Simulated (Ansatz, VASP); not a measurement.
# InBS2 in VASP and in Ansatz

```
CELL_PARAMETERS angstrom
3.12254 0.00000 0.00000
-1.56127 2.70420 0.00000
0.00000 0.00000 7.98859
ATOMIC_POSITIONS crystal
In 0.00000 0.00000 0.50000
B 0.00000 0.00000 0.00000
S 0.33333 0.66667 0.14904
S 0.66667 0.33333 0.85096
```

Alike in both runs: functional PBE; k mesh 6 × 6 × 4; occupations gaussian, width 0.1 eV; no spin polarisation.

Ansatz relaxed the structure, and its values are those at the end. VASP's run is a single point on that final structure, the one shown.

|  | VASP | Ansatz |
| --- | --- | --- |
| version | VASP 6.6.1 | Ansatz 0.2.0 |
| potentials or method | VASP PAW PBE potentials, release 64 (In_d, B, S), cutoff 520 eV | scalar-relativistic, plane waves, PAW |
| valence electrons in the cell | 28 | 28 |

```csv
,VASP,Ansatz,Ansatz less VASP
gap on the k mesh at the Fermi level (eV),none,none,-
pressure (GPa),-0.1,0.0,+0.17
rms of the force components (eV/Å),0.002,0.005,+0.0023
```

A gap of «none» marks a metal or a gap that the smearing closes. The functional is the same, so the differences come from potentials, cutoffs and numerics.

The k mesh is coarse, so the values compare programs but aren't converged.
